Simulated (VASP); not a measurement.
A run of VASP 6.6.1 is set up as follows.

The input INCAR:

```
SYSTEM = In
PREC = Accurate
ENCUT = 520
EDIFF = 1E-6
ISMEAR = -1
SIGMA = 0.05
LREAL = .False.
LASPH = .True.
NELM = 150
ALGO = Fast
ISIF = 2
LWAVE = .False.
LCHARG = .False.
MAGMOM = 0 0 0
LORBIT = 11
LSORBIT = .True.
GGA_COMPAT = .False.
LORBMOM = .True.
GGA = PS
NBANDS = 24
```

File KPOINTS:

```
Automatic mesh
0
Gamma
  7 7 7
  0 0 0
```

Contents of POSCAR:

```
In
1.0
   -1.8825252400      1.8825252400      1.8825252400
    1.8825252400     -1.8825252400      1.8825252400
    1.8825252400      1.8825252400     -1.8825252400
In
1
Direct
    0.0000000000      0.0000000000      0.0000000000
```

Potentials or basis: VASP PAW PBE potentials, release 64 (In_d).

Launch:

```sh
$ cat potpaw_PBE.64/In_d/POTCAR > POTCAR
$ mpirun -np 1 vasp_ncl > vasp.out
```

Task: Estimate the net moment.

Result: 0.00 μB per cell.

Task: Predict the pressure.

Result: -1.4 GPa.

Moments on the atoms (μB; x, y, z):
```
In  0.00 0.00 0.00
```

Caveat: the PAW data sets were made with another functional, which shifts forces and pressure a little.
